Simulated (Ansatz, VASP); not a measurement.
## CdTe in VASP and in Ansatz

File INCAR:

```
SYSTEM = CdTe
PREC     = Accurate       ! precision mode
ENCUT    = 520            ! plane-wave cutoff, eV
EDIFF    = 1E-6           ! SCF threshold, eV
ISMEAR   = 0              ! smearing method
SIGMA    = 0.05           ! smearing width, eV
LREAL    = .FALSE.        ! projectors in reciprocal space
LASPH    = .TRUE.         ! aspherical terms in the spheres
NELM     = 100            ! most SCF steps
ALGO     = Normal         ! electronic algorithm
ISIF     = 2              ! what is computed and relaxed
LWAVE    = .FALSE.        ! write WAVECAR
LCHARG   = .FALSE.        ! write CHGCAR
GGA      = PE             ! functional
NBANDS   = 16             ! bands
```

Contents of KPOINTS:

```
regular mesh
0
G
  8 8 8
  0 0 0
```

POSCAR

```
CdTe
1.0
    0.0000000000      3.2050000000      3.1569250000
    3.2050000000      0.0000000000      3.1569250000
    3.2050000000      3.2050000000      0.0000000000
Cd Te
1 1
Direct
    0.0000000000      0.0000000000      0.0000000000
    0.7500000000      0.7500000000      0.7500000000
```

Input for Ansatz:

```yaml
crystal:
  lattice:
    - [0.0, 3.205, 3.156925]
    - [3.205, 0.0, 3.156925]
    - [3.205, 3.205, 0.0]
  atoms:
    - { symbol: Cd, position: [0.0, 0.0, 0.0] }
    - { symbol: Te, position: [0.75, 0.75, 0.75] }
basis:
  ecutwfc: 420
kpoints:
  mp_grid: { grid: [8, 8, 8] }
hamiltonian:
  xc: pbe
scf:
  occupations: { method: gaussian, width: 0.05 }
output:
  forces: true
  stress: true
  eigenvalues: true
  write_density: true
  write_potential: true
  elf: true
  volumetric_format: npy
```

Change from the starting cell: strain +0.000 along x and y, -0.015 along z, atoms carried along.

Alike in both runs: task single point; functional PBE; k mesh 8 × 8 × 8; occupations gaussian, width 0.05 eV; no spin polarisation.

|  | VASP | Ansatz |
| --- | --- | --- |
| version | VASP 6.6.1 | Ansatz 0.2.0 |
| potentials or method | VASP PAW PBE potentials, release 64 (Cd, Te), cutoff 520 eV | scalar-relativistic, plane waves, PAW |
| valence electrons in the cell | 18 | 36 |

VASP gave:

```
gap on the k mesh at the Fermi level (eV)                     : 0.89
least direct gap on the mesh (eV)                             : 0.89
pressure (GPa)                                                : 5.2
traceless stress, the component that is largest in VASP (GPa) : 0.12
```

Q: Which values does Ansatz return?

A: gap on the k mesh at the Fermi level (eV): 0.89; least direct gap on the mesh (eV): 0.89; pressure (GPa): 5.1; traceless stress, the component that is largest in VASP (GPa): 0.12.

The functional is the same, so the differences come from potentials, cutoffs and numerics. VASP's potentials hold 18 valence electrons a cell and Ansatz's 36, so a difference there can come from the potentials and not from the codes.

Neither program's run includes spin-orbit coupling.
